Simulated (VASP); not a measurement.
# Ni (Fm-3m) in VASP: notebook

Runs on Ni. Level: PBE. Tasks: single point.

Program: VASP 6.6.1. These are calculated values, not measurements. Logs are shortened: lines on timing, memory, paths and dates and some standing lists are left out, and cuts for length are marked.

**1. The cell of the first run**

It takes space group Fm-3m (No. 225, cubic). The conventional cell has a = 3.587 Å, b = 3.587 Å, c = 3.587 Å, α = 90.00°, β = 90.00°, γ = 90.00°. Ni (site symmetry m-3m) has 12 Ni at 2.54 Å within 3.3 Å.

**2. Single point, PBE**

INCAR reads:

```
PREC = Accurate ; ENCUT = 600
EDIFF = 1E-6 ; ISMEAR = -1
SIGMA = 0.1 ; LREAL = False
LASPH = True ; NELM = 120
ALGO = Normal ; ISIF = 2
LWAVE = False ; LCHARG = True
GGA = PE ; LELF = True
LVHAR = True ; NBANDS = 11
GGA_COMPAT = False
```

KPOINTS reads:

```
regular mesh
0
Gamma
  13 13 13
```

POSCAR reads:

```
Ni
1.0
    0.0000000000      1.7935000000      1.7935000000
    1.7935000000      0.0000000000      1.7935000000
    1.7935000000      1.7935000000      0.0000000000
Ni
1
Direct
    0.0000000000      0.0000000000      0.0000000000
```

Potentials or basis: VASP PAW PBE potentials, release 64 (Ni).

On the command line:

```
$ cat potpaw_PBE.64/Ni/POTCAR > POTCAR
$ mpirun -np 1 vasp_std > vasp.out
```

OUTCAR:

```text
PREC = Accurate
   ENCUT = 600
   EDIFF = 1E-6
   ISMEAR = -1
   LREAL = False
   LASPH = True
   NELM = 120
   ISIF = 2
   GGA = PE

 ion  position               nearest neighbor table
   1  0.000  0.000  0.000-

  LATTYP: Found a face centered cubic cell.
 ALAT       =     3.5870000000

  Lattice vectors:

 A1 = (   0.0000000000,   1.7935000000,   1.7935000000)
 A2 = (   1.7935000000,   0.0000000000,   1.7935000000)
 A3 = (   1.7935000000,   1.7935000000,   0.0000000000)

Analysis of symmetry for initial positions (statically):
=====================================================================
 Subroutine PRICEL returns:
 Original cell was already a primitive cell.

 Routine SETGRP: Setting up the symmetry group for a
 face centered cubic supercell.

 Subroutine GETGRP returns: Found 48 space group operations
 (whereof 48 operations were pure point group operations)
 out of a pool of 48 trial point group operations.

The static configuration has the point symmetry O_h .

Analysis of symmetry for dynamics (positions and initial velocities):
=====================================================================
 Subroutine PRICEL returns:
 Original cell was already a primitive cell.

 Routine SETGRP: Setting up the symmetry group for a
 face centered cubic supercell.

 Subroutine GETGRP returns: Found 48 space group operations
 (whereof 48 operations were pure point group operations)
 out of a pool of 48 trial point group operations.

The dynamic configuration has the point symmetry O_h .

 Subroutine INISYM returns: Found 48 space group operations
 (whereof 48 operations are pure point group operations),
 and found     1 'primitive' translations

----------------------------------------------------------------------------------------

                                     Primitive cell

  volume of cell :      11.5381

  direct lattice vectors                    reciprocal lattice vectors
     0.000000000  1.793500000  1.793500000    -0.278784500  0.278784500  0.278784500
     1.793500000  0.000000000  1.793500000     0.278784500 -0.278784500  0.278784500
     1.793500000  1.793500000  0.000000000     0.278784500  0.278784500 -0.278784500

  length of vectors
     2.536392024  2.536392024  2.536392024     0.482868918  0.482868918  0.482868918

  position of ions in fractional coordinates (direct lattice)
     0.000000000  0.000000000  0.000000000

  ion indices of the primitive-cell ions
   primitive index   ion index
                 1           1

----------------------------------------------------------------------------------------

 KPOINTS: regular mesh

Automatic generation of k-mesh.
 Grid dimensions read from file:
 generate k-points for:   13   13   13

 Generating k-lattice:

  Cartesian coordinates                     Fractional coordinates (reciprocal lattice)
    -0.021444962  0.021444962  0.021444962     0.076923077  0.000000000  0.000000000
     0.021444962 -0.021444962  0.021444962     0.000000000  0.076923077  0.000000000
     0.021444962  0.021444962 -0.021444962     0.000000000  0.000000000  0.076923077

  Length of vectors
     0.037143763  0.037143763  0.037143763

  Shift w.r.t. Gamma in fractional coordinates (k-lattice)
     0.000000000  0.000000000  0.000000000

 Subroutine IBZKPT returns following result:
 ===========================================

 Found     84 irreducible k-points:

 Following reciprocal coordinates:
            Coordinates               Weight
  0.000000  0.000000  0.000000      1.000000
  0.076923  0.000000  0.000000      8.000000
  0.153846  0.000000  0.000000      8.000000
  0.230769  0.000000  0.000000      8.000000
  0.307692  0.000000  0.000000      8.000000
  0.384615  0.000000  0.000000      8.000000
[... 16 lines left out ...]
  0.384615  0.153846  0.000000     24.000000
  0.461538  0.153846  0.000000     24.000000
 [... further k-points ...]
   k-points           NKPTS =     84   k-points in BZ     NKDIM =     84   number of bands    NBANDS=     11
   number of dos      NEDOS =    301   number of ions     NIONS =      1
   total plane-waves  NPLWV =   8000
   dimension x,y,z NGX =    20 NGY =   20 NGZ =   20
   dimension x,y,z NGXF=    40 NGYF=   40 NGZF=   40
   ions per type =               1
   NGX,Y,Z   is equivalent  to a cutoff of  13.11, 13.11, 13.11 a.u.
   NGXF,Y,Z  is equivalent  to a cutoff of  26.22, 26.22, 26.22 a.u.
 SYSTEM =  unknown system
   PREC   = accura    normal or accurate (medium, high low for compatibility)
   ISTART =      0    job   : 0-new  1-cont  2-samecut
   ICHARG =      2    charge: 1-file 2-atom 10-const
   ISPIN  =      1    spin polarized calculation?
   LNONCOLLINEAR =      F non collinear calculations
   LSORBIT =      F    spin-orbit coupling
   LASPH  =      T    aspherical Exc in radial PAW
   ENCUT  =  600.0 eV  44.10 Ry    6.64 a.u.   5.07  5.07  5.07*2*pi/ulx,y,z
   NELM   =    120;   NELMIN=  2; NELMDL= -5     # of ELM steps
   EDIFF  = 0.1E-05   stopping-criterion for ELM
   LREAL  =      F    real-space projection
   EDIFFG = 0.1E-04   stopping-criterion for IOM
   NSW    =      0    number of steps for IOM
   IBRION =     -1    ionic relax: 0-MD 1-quasi-New 2-CG
   NFREE  =      0    steps in history (QN), initial steepest desc. (CG)
   ISIF   =      2    stress and relaxation
   ISYM   =      2    0-nonsym 1-usesym 2-fastsym
   POTIM  = 0.5000    time-step for ionic-motion
   TEBEG  =    0.0;   TEEND  =   0.0 temperature during run
   PSTRESS=    0.0 pullay stress
   NELECT =      10.0000    total number of electrons
   NUPDOWN=      -1.0000    fix difference up-down
   EMIN   =  10.00;   EMAX   =-10.00  energy-range for DOS
   EFERMI =   0.00;   METHOD = LEGACY
   ISMEAR =    -1;   SIGMA  =   0.10  broadening in eV -4-tet -1-fermi 0-gaus
   EFERMI_NEDOS =   21; number of points for ismear=-14 and -15
   IALGO  =     38    algorithm
   IMIX   =      4    mixing-type and parameters
     AMIX     =   0.40;   BMIX     =  1.00
     AMIX_MAG =   1.60;   BMIX_MAG =  1.00
  volume/ion in A,a.u.               =      11.54        77.86
  Fermi-wavevector in a.u.,A,eV,Ry     =   1.560858  2.949594 33.147579  2.436278
  Thomas-Fermi vector in A             =   2.664009
   LORBIT       =      0    0 simple, 1 ext, 2 COOP (PROOUT), +10 PAW based schemes
   GGA     = PE    functional components
   LHFCALC =     F    Hartree Fock is set to
   AEXX    =    0.0000 exact exchange contribution
   IVDW    =     0    specifies the selected vdW correction
   LEPSILON=     F    determine dielectric tensor
   LRPA    =     F    only Hartree local field effects (RPA)
 non-spin polarized calculation
  energy-cutoff  :      600.00
  volume of cell :       11.54
 maximum number of plane-waves:       392
   NGX = 11   NGY = 11   NGZ = 11

 number of electron      10.0000000 magnetization

 number of electron       9.9999993 magnetization

 Free energy of the ion-electron system (eV)
  ---------------------------------------------------
  ext. energy  EPLUGINS =         0.00000000
  ---------------------------------------------------
  free energy    TOTEN  =        -5.43943721 eV

  energy without entropy =       -5.34544229  energy(sigma->0) =       -5.39243975

 E-fermi :   8.4046     XC(G=0): -12.9107

 val. band max:        8.4024601591   @ k =   0.4615   0.2308   0.0000
 cond. band min:       8.4053292680   @ k =  -0.4615   0.3846   0.0769
 fundamental gap:      0.0028691089
 Fermi energy:         8.4045713074

 k-point     1 :       0.0000    0.0000    0.0000
  band No.  band energies     occupation
      1      -0.0573      2.00000
      2       6.6823      2.00000
      3       6.6823      2.00000
      4       6.6823      2.00000
      5       7.6832      1.99853
      6       7.6832      1.99853
      7      31.7067      0.00000
      8      35.1914      0.00000
      9      35.1914      0.00000
     10      35.1914      0.00000
     11      38.0215      0.00000

 k-point     2 :       0.0769    0.0000    0.0000
  band No.  band energies     occupation
      1       0.1641      2.00000
      2       6.6255      2.00000
      3       6.7295      2.00000
      4       6.7295      2.00000
      5       7.6639      1.99879
      6       7.6639      1.99879
      7      30.7475      0.00000
      8      33.1524      0.00000
      9      34.6801      0.00000
     10      34.6801      0.00000
     11      38.7934      0.00000

 k-point     3 :       0.1538    0.0000    0.0000
  band No.  band energies     occupation
      1       0.8109      2.00000
      2       6.4853      2.00000
      3       6.8320      2.00000
      4       6.8320      2.00000
      5       7.6437      1.99901
      6       7.6437      1.99901
      7      27.2536      0.00000
      8      32.4373      0.00000
      9      33.8583      0.00000
     10      33.8583      0.00000
     11      39.2165      0.00000

 k-point     4 :       0.2308    0.0000    0.0000
  band No.  band energies     occupation
      1       1.8165      2.00000
      2       6.3540      2.00000
      3       6.8764      2.00000
      4       6.8764      2.00000
      5       7.7282      1.99769
      6       7.7282      1.99769
      7      23.4067      0.00000
      8      31.9139      0.00000
      9      33.1765      0.00000
     10      33.1765      0.00000
     11      38.9713      0.00000
[... 239 lines left out ...]
 k-point    22 :       0.3077    0.1538    0.0000
  band No.  band energies     occupation
      1       2.8592      2.00000
      2       5.9837      2.00000
      3       6.7978      2.00000
      4       7.1648      1.99999
      5       7.8201      1.99423
      6       8.0738      1.92938
      7      22.7272      0.00000
      8      28.3840      0.00000
      9      29.2379      0.00000
     10      31.4743      0.00000
     11      36.9548      0.00000

 k-point    23 :       0.3846    0.1538    0.0000
  band No.  band energies     occupation
      1       3.9177      2.00000
      2       6.0059      2.00000
      3       6.6085      2.00000
      4       7.0993      2.00000
      5       8.2688      1.59068
      6       8.5047      0.53750
      7      19.2183      0.00000
      8      28.0207      0.00000
      9      28.0717      0.00000
     10      30.7030      0.00000
     11      39.7065      0.00000

 k-point    24 :       0.4615    0.1538    0.0000
  band No.  band energies     occupation
      1       4.5636      2.00000
      2       6.1853      2.00000
      3       6.6360      2.00000
      4       7.0089      2.00000
      5       8.3795      1.12450
      6       9.5688      0.00002
      7      16.1736      0.00000
      8      26.7460      0.00000
      9      28.2597      0.00000
     10      30.3652      0.00000
     11      40.0914      0.00000

 [... further k-points ...]

------------------------ aborting loop because EDIFF is reached ----------------------------------------

  FORCE on cell =-STRESS in cart. coord.  units (eV):
  Direction    XX          YY          ZZ          XY          YZ          ZX
  --------------------------------------------------------------------------------------
  -------------------------------------------------------------------------------------
  Total       -0.7457143     -0.7457143     -0.7457143      0.0000000      0.0000000     -0.0000000
  in kB     -103.5497185   -103.5497185   -103.5497185      0.0000000      0.0000000     -0.0000000
  external PRESSURE =    -103.5497185 kB  Pullay stress =       0.0000000 kB

 VOLUME and BASIS-vectors are now :
 -----------------------------------------------------------------------------
  energy-cutoff  :      600.00
  volume of cell :       11.54
      direct lattice vectors                 reciprocal lattice vectors
     0.000000000  1.793500000  1.793500000    -0.278784500  0.278784500  0.278784500
     1.793500000  0.000000000  1.793500000     0.278784500 -0.278784500  0.278784500
     1.793500000  1.793500000  0.000000000     0.278784500  0.278784500 -0.278784500

 POSITION                                       TOTAL-FORCE (eV/Angst)
 -----------------------------------------------------------------------------------
      0.00000      0.00000      0.00000         0.000000      0.000000      0.000000
 -----------------------------------------------------------------------------------
    total drift:                                0.000000      0.000000      0.000000

  FREE ENERGIE OF THE ION-ELECTRON SYSTEM (eV)
  ---------------------------------------------------
  free  energy   TOTEN  =        -5.4394372074 eV

  energy  without entropy=       -5.3454422917  energy(sigma->0) =       -5.39243975
```

It took 23 s on 1 thread of Intel Xeon 8259CL, shared host; peak memory 0.13 GiB.

What came out:

- Free energy: -5.4394 eV
- Pressure: -10.4 GPa
- Band gap on the k mesh: zero (band 5 reaches 8.50 eV, above the bottom of band 6 at 7.64 eV)

Caveat: the run has no spin polarisation, though such a crystal can be magnetic. Spin polarisation is off, so any magnetic state and its effect on volume and gap are missing.

**3. Single point, PBE**

INCAR reads:

```
  ALGO = Normal
  EDIFF = 1E-6
  ENCUT = 600
  GGA = PE
  GGA_COMPAT = False
  ISIF = 2
  ISMEAR = -1
  LASPH = True
  LCHARG = False
  LREAL = False
  LWAVE = False
  NBANDS = 11
  NELM = 120
  PREC = Accurate
  SIGMA = 0.3
```

KPOINTS reads:

```
k-points
0
Gamma
  13 13 13
```

POSCAR is that of step 2.

Potentials or basis: VASP PAW PBE potentials, release 64 (Ni).

On the command line:

```
$ cat potpaw_PBE.64/Ni/POTCAR > POTCAR
$ mpirun -np 1 vasp_std > vasp.out
```

Wall time 23 s (1 thread of Intel Xeon 8259CL, shared host); peak memory 0.13 GiB.

It converged, with:

```yaml
Free_energy: -5.7037 eV
Pressure: -7.7 GPa
Band_gap_on_the_k_mesh: zero (band 5 reaches 8.49 eV, above the bottom of band 6 at 7.62 eV)
```

Levels at points of the mesh, in eV from the Fermi level:
```
           k point  band 2  band 3  band 4  band 5  band 6  band 7  band 8  band 9
(0.00, 0.00, 0.00)   -1.90   -1.90   -1.90   -0.91   -0.91   23.14   26.62   26.62
```

Caveat: the run has no spin polarisation, though such a crystal can be magnetic. Spin polarisation is off, so any magnetic state and its effect on volume and gap are missing.

**4. Single point, PBE**

INCAR reads:

```
SYSTEM = Ni
ALGO = Normal
EDIFF = 1E-6
ENCUT = 600
GGA = PE
GGA_COMPAT = .False.
ISIF = 2
ISMEAR = -1
LASPH = .True.
LCHARG = .False.
LREAL = .False.
LWAVE = .False.
NBANDS = 11
NELM = 120
PREC = Accurate
SIGMA = 0.1
```

KPOINTS reads:

```
k-points
0
Gamma
  13 13 13
  0 0 0
```

POSCAR is that of step 3.

On the command line:

```
$ cat potpaw_PBE.64/Ni/POTCAR > POTCAR
$ mpirun -np 1 vasp_std > vasp.out
```

It took 25 s on 1 thread of Intel Xeon 8259CL, shared host; peak memory 0.13 GiB.

It converged, with:

| Quantity | Value |
| --- | --- |
| Free energy | -5.4394 eV |
| Pressure | -10.4 GPa |
| Band gap on the k mesh | zero (band 5 reaches 8.50 eV, above the bottom of band 6 at 7.64 eV) |

Levels at points of the mesh, in eV from the Fermi level:
| k point | band 1 | band 2 | band 3 | band 4 | band 5 | band 6 | band 7 | band 8 | band 9 | band 10 |
| --- | --- | --- | --- | --- | --- | --- | --- | --- | --- | --- |
| (0.00, 0.00, 0.00) | -8.46 | -1.72 | -1.72 | -1.72 | -0.72 | -0.72 | 23.30 | 26.79 | 26.79 | 26.79 |

Caveat: the run has no spin polarisation, though such a crystal can be magnetic.
